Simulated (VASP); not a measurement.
# MgSe (Fm-3m) in VASP: a series of runs

MgSe is run at these levels: PBE; tasks: single point.

Everything below comes from runs of VASP 6.6.1. Logs are shortened: lines on timing, memory, paths and dates and some standing lists are left out, and cuts for length are marked.

### 1 The cell of the first run

Symmetry: Fm-3m, No. 225, cubic system. Conventional cell: a = 5.617 Å, b = 5.617 Å, c = 5.617 Å, α = 90.00°, β = 90.00°, γ = 90.00°. Mg (site symmetry m-3m) has 6 Se at 2.81 Å within 3.7 Å. Within 3.7 Å of Se (site symmetry m-3m) lie 6 Mg at 2.81 Å.

### 2 Single point, PBE (volume scaled by 1.06)

File INCAR:

```
SYSTEM = MgSe
ALGO = Normal
EDIFF = 1E-6
ENCUT = 600
GGA = PE
GGA_COMPAT = .FALSE.
ISIF = 2
ISMEAR = 0
LASPH = .TRUE.
LCHARG = .TRUE.
LELF = .TRUE.
LREAL = .FALSE.
LVHAR = .TRUE.
LWAVE = .FALSE.
NBANDS = 11
NELM = 120
PREC = Accurate
SIGMA = 0.02
```

File KPOINTS:

```
k-points
0
G
  8 8 8
  0 0 0
```

File POSCAR:

```
MgSe
1.0
    0.0000000000      2.8084966785      2.8084966785
    2.8084966785      0.0000000000      2.8084966785
    2.8084966785      2.8084966785      0.0000000000
Mg Se
1 1
Direct
    0.0000000000      0.0000000000      0.0000000000
    0.5000000000      0.5000000000      0.5000000000
```

Potentials or basis: VASP PAW PBE potentials, release 64 (Mg, Se).

Run with:

```sh
$ cat potpaw_PBE.64/Mg/POTCAR potpaw_PBE.64/Se/POTCAR > POTCAR
$ mpirun -np 1 vasp_std > vasp.out
```

OUTCAR:

```text
SYSTEM = MgSe
   EDIFF = 1E-6
   ENCUT = 600
   GGA = PE
   ISIF = 2
   ISMEAR = 0
   LASPH = .TRUE.
   LREAL = .FALSE.
   NELM = 120
   PREC = Accurate

 ion  position               nearest neighbor table
   1  0.000  0.000  0.000-   2 2.81   2 2.81   2 2.81   2 2.81   2 2.81   2 2.81
   2  0.500  0.500  0.500-   1 2.81   1 2.81   1 2.81   1 2.81   1 2.81   1 2.81

  LATTYP: Found a face centered cubic cell.
 ALAT       =     5.6169933570

  Lattice vectors:

 A1 = (   0.0000000000,   2.8084966785,   2.8084966785)
 A2 = (   2.8084966785,   0.0000000000,   2.8084966785)
 A3 = (   2.8084966785,   2.8084966785,   0.0000000000)

Analysis of symmetry for initial positions (statically):
=====================================================================
 Subroutine PRICEL returns:
 Original cell was already a primitive cell.

 Routine SETGRP: Setting up the symmetry group for a
 face centered cubic supercell.

 Subroutine GETGRP returns: Found 48 space group operations
 (whereof 48 operations were pure point group operations)
 out of a pool of 48 trial point group operations.

The static configuration has the point symmetry O_h .

Analysis of symmetry for dynamics (positions and initial velocities):
=====================================================================
 Subroutine PRICEL returns:
 Original cell was already a primitive cell.

 Routine SETGRP: Setting up the symmetry group for a
 face centered cubic supercell.

 Subroutine GETGRP returns: Found 48 space group operations
 (whereof 48 operations were pure point group operations)
 out of a pool of 48 trial point group operations.

The dynamic configuration has the point symmetry O_h .

 Subroutine INISYM returns: Found 48 space group operations
 (whereof 48 operations are pure point group operations),
 and found     1 'primitive' translations

----------------------------------------------------------------------------------------

                                     Primitive cell

  volume of cell :      44.3049

  direct lattice vectors                    reciprocal lattice vectors
     0.000000000  2.808496679  2.808496679    -0.178031188  0.178031188  0.178031188
     2.808496679  0.000000000  2.808496679     0.178031188 -0.178031188  0.178031188
     2.808496679  2.808496679  0.000000000     0.178031188  0.178031188 -0.178031188

  length of vectors
     3.971814093  3.971814093  3.971814093     0.308359063  0.308359063  0.308359063

  position of ions in fractional coordinates (direct lattice)
[... 87 lines left out ...]
   POTIM  = 0.5000    time-step for ionic-motion
   TEBEG  =    0.0;   TEEND  =   0.0 temperature during run
   PSTRESS=    0.0 pullay stress
   NELECT =       8.0000    total number of electrons
   NUPDOWN=      -1.0000    fix difference up-down
   EMIN   =  10.00;   EMAX   =-10.00  energy-range for DOS
   EFERMI =   0.00;   METHOD = LEGACY
   ISMEAR =     0;   SIGMA  =   0.02  broadening in eV -4-tet -1-fermi 0-gaus
   EFERMI_NEDOS =   21; number of points for ismear=-14 and -15
   IALGO  =     38    algorithm
   IMIX   =      4    mixing-type and parameters
     AMIX     =   0.40;   BMIX     =  1.00
     AMIX_MAG =   1.60;   BMIX_MAG =  1.00
  volume/ion in A,a.u.               =      22.15       149.49
  Fermi-wavevector in a.u.,A,eV,Ry     =   0.925311  1.748584 11.649307  0.856200
  Thomas-Fermi vector in A             =   2.051151
   LORBIT       =      0    0 simple, 1 ext, 2 COOP (PROOUT), +10 PAW based schemes
   GGA     = PE    functional components
   LHFCALC =     F    Hartree Fock is set to
   AEXX    =    0.0000 exact exchange contribution
   IVDW    =     0    specifies the selected vdW correction
   LEPSILON=     F    determine dielectric tensor
   LRPA    =     F    only Hartree local field effects (RPA)
 non-spin polarized calculation
 Gauss-broadening in eV      SIGMA  =   0.02
  energy-cutoff  :      600.00
  volume of cell :       44.30
 maximum number of plane-waves:      1490
   NGX = 15   NGY = 15   NGZ = 15

 number of electron       8.0000000 magnetization

 Free energy of the ion-electron system (eV)
  ---------------------------------------------------
  ext. energy  EPLUGINS =         0.00000000
  ---------------------------------------------------
  free energy    TOTEN  =        -7.46245012 eV

  energy without entropy =       -7.46245012  energy(sigma->0) =       -7.46245012

 E-fermi :   2.6537     XC(G=0):  -9.1310

 val. band max:        2.5032069097   @ k =   0.0000   0.0000   0.0000
 cond. band min:       4.1509675052   @ k =   0.5000   0.5000   0.0000
 fundamental gap:      1.6477605955
 Fermi energy:         2.6537055252

 k-point     1 :       0.0000    0.0000    0.0000
  band No.  band energies     occupation
      1      -9.9746      2.00000
      2       2.5032      2.00000
      3       2.5032      2.00000
      4       2.5032      2.00000
      5       4.5318      0.00000
      6       9.9345      0.00000
      7       9.9345      0.00000
      8       9.9345      0.00000
      9      12.3046      0.00000
     10      12.3046      0.00000
     11      13.1410      0.00000
[... 309 lines left out ...]
 k-point    24 :      -0.3750    0.2500    0.1250
  band No.  band energies     occupation
      1      -8.9171      2.00000
      2      -1.4935      2.00000
      3       0.5458      2.00000
      4       1.4504      2.00000
      5       7.0135      0.00000
      6       7.7368      0.00000
      7       9.9494      0.00000
      8      11.1274      0.00000
      9      13.2190      0.00000
     10      13.6376      0.00000
     11      16.1426      0.00000

 [... further k-points ...]

------------------------ aborting loop because EDIFF is reached ----------------------------------------

  FORCE on cell =-STRESS in cart. coord.  units (eV):
  Direction    XX          YY          ZZ          XY          YZ          ZX
  --------------------------------------------------------------------------------------
  -------------------------------------------------------------------------------------
  Total       -0.9046532     -0.9046532     -0.9046532     -0.0000000      0.0000000     -0.0000000
  in kB      -32.7145509    -32.7145509    -32.7145509     -0.0000000      0.0000000     -0.0000000
  external PRESSURE =     -32.7145509 kB  Pullay stress =       0.0000000 kB

 VOLUME and BASIS-vectors are now :
 -----------------------------------------------------------------------------
  energy-cutoff  :      600.00
  volume of cell :       44.30
      direct lattice vectors                 reciprocal lattice vectors
     0.000000000  2.808496679  2.808496679    -0.178031188  0.178031188  0.178031188
     2.808496679  0.000000000  2.808496679     0.178031188 -0.178031188  0.178031188
     2.808496679  2.808496679  0.000000000     0.178031188  0.178031188 -0.178031188

 POSITION                                       TOTAL-FORCE (eV/Angst)
 -----------------------------------------------------------------------------------
      0.00000      0.00000      0.00000        -0.000000      0.000000      0.000000
      2.80850      2.80850      2.80850         0.000000     -0.000000     -0.000000
 -----------------------------------------------------------------------------------
    total drift:                               -0.000000     -0.000000      0.000000

  FREE ENERGIE OF THE ION-ELECTRON SYSTEM (eV)
  ---------------------------------------------------
  free  energy   TOTEN  =        -7.4624501151 eV

  energy  without entropy=       -7.4624501151  energy(sigma->0) =       -7.46245012
```

OSZICAR:

```text
N       E                     dE             d eps       ncg     rms          rms(c)
DAV:   1     0.246908197123E+02    0.24691E+02   -0.35189E+03   646   0.643E+02
DAV:   2    -0.602294176028E+01   -0.30714E+02   -0.28443E+02   782   0.971E+01
DAV:   3    -0.779322424045E+01   -0.17703E+01   -0.17664E+01   772   0.246E+01
DAV:   4    -0.780277400687E+01   -0.95498E-02   -0.95492E-02   719   0.217E+00
DAV:   5    -0.780283658786E+01   -0.62581E-04   -0.62581E-04   771   0.180E-01    0.286E+00
DAV:   6    -0.750977885927E+01    0.29306E+00   -0.55054E-01   692   0.265E+00    0.176E+00
DAV:   7    -0.746370259977E+01    0.46076E-01   -0.22113E-01   737   0.182E+00    0.912E-01
DAV:   8    -0.746258630932E+01    0.11163E-02   -0.11972E-02   695   0.571E-01    0.258E-01
DAV:   9    -0.746244695799E+01    0.13935E-03   -0.38583E-04   737   0.989E-02    0.134E-01
DAV:  10    -0.746245356077E+01   -0.66028E-05   -0.21055E-04   707   0.593E-02    0.259E-02
DAV:  11    -0.746244989103E+01    0.36697E-05   -0.21284E-05   728   0.186E-02    0.779E-03
DAV:  12    -0.746245011507E+01   -0.22403E-06   -0.94823E-07   500   0.531E-03
   1 F= -.74624501E+01 E0= -.74624501E+01  d E =-.169255E-28
```

stdout:

```text
POSCAR found type information on POSCAR MgSe
 POSCAR found :  2 types and       2 ions
 scaLAPACK will be used
 LDA part: xc-table for (Slater+PW92), standard interpolation
 POSCAR, INCAR and KPOINTS ok, starting setup
 FFT: planning ... GRIDC
 FFT: planning ... GRID_SOFT
 FFT: planning ... GRID
 WAVECAR not read
 entering main loop
```

It took 7.1 s on 1 thread of Intel Xeon 6975P-C (Granite Rapids), shared host; peak memory 0.18 GiB.

Results:

| Quantity | Value |
| --- | --- |
| Free energy | -7.4625 eV |
| Pressure | -3.3 GPa |
| Band gap on the k mesh | 1.65 eV, indirect (least direct gap 2.03 eV) |

 A k mesh can miss the band edges.

### 3 Single point, PBE (volume scaled by 1.10)

File INCAR:

```
SYSTEM = MgSe
ALGO = Normal ; EDIFF = 1E-6
ENCUT = 600 ; GGA = PE
GGA_COMPAT = .FALSE. ; ISIF = 2
ISMEAR = 0 ; LASPH = .TRUE.
LCHARG = .FALSE. ; LREAL = .FALSE.
LWAVE = .FALSE. ; NBANDS = 11
NELM = 120 ; PREC = Accurate
SIGMA = 0.02
```

KPOINTS is that of step 2.

File POSCAR:

```
MgSe
1.0
    0.0000000000      2.8433884037      2.8433884037
    2.8433884037      0.0000000000      2.8433884037
    2.8433884037      2.8433884037      0.0000000000
Mg Se
1 1
Direct
    0.0000000000      0.0000000000      0.0000000000
    0.5000000000      0.5000000000      0.5000000000
```

Potentials or basis: VASP PAW PBE potentials, release 64 (Mg, Se).

Run with:

```sh
$ cat potpaw_PBE.64/Mg/POTCAR potpaw_PBE.64/Se/POTCAR > POTCAR
$ mpirun -np 1 vasp_std > vasp.out
```

Wall time 7.2 s (1 thread of Intel Xeon 6975P-C (Granite Rapids), shared host); peak memory 0.17 GiB.

It converged, with:

* Free energy: -7.4196 eV
* Pressure: -4.9 GPa
* Band gap on the k mesh: 1.58 eV, indirect (least direct gap 1.82 eV)

Levels at points of the mesh, in eV from the valence-band top:
| k point | band 2 | band 3 | band 4 | band 5 | band 6 | band 7 |
| --- | --- | --- | --- | --- | --- | --- |
| (0.00, 0.00, 0.00) | 0.00 | 0.00 | 0.00 | 1.82 | 7.43 | 7.43 |
| (0.50, 0.00, 0.00) | -4.30 | -0.45 | -0.45 | 3.67 | 5.93 | 5.93 |
| (0.50, 0.50, 0.00) | -3.62 | -1.50 | -1.50 | 1.58 | 4.29 | 10.55 |

 A k mesh can miss the band edges.
